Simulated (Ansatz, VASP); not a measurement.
## Two plane-wave programs on GaP4

```
Ga P
1.0
     9.01576    0.00000    0.00000
     0.00000    9.01576    0.00000
     0.00000    0.00000    9.01576
Ga P
2 8
Direct
  0.00000 0.00000 0.00000
  0.50000 0.50000 0.50000
  0.31197 0.31197 0.31197
  0.68803 0.68803 0.31197
  0.68803 0.31197 0.68803
  0.31197 0.68803 0.68803
  0.81197 0.81197 0.18803
  0.18803 0.18803 0.18803
  0.81197 0.18803 0.81197
  0.18803 0.81197 0.81197
```

Alike in both runs: functional PBE; k mesh 4 × 4 × 4; occupations gaussian, width 0.1 eV; no spin polarisation.

Ansatz relaxed the structure, and its values are those at the end. VASP's run is a single point on that final structure, the one shown.

```csv
,VASP,Ansatz
version,VASP 6.6.1,Ansatz 0.2.0
potentials or method,"VASP PAW PBE potentials, release 64 (Ga_d, P), cutoff 520 eV","scalar-relativistic, plane waves, PAW"
valence electrons in the cell,66,66
```

```csv
,VASP,Ansatz,Ansatz less VASP
gap on the k mesh at the Fermi level (eV),none,none,-
pressure (GPa),0.0,0.0,+0.05
rms of the force components (eV/Å),0.053,0.007,-0.0463
```

A gap of «none» marks a metal or a gap that the smearing closes. The functional is the same, so the differences come from potentials, cutoffs and numerics.
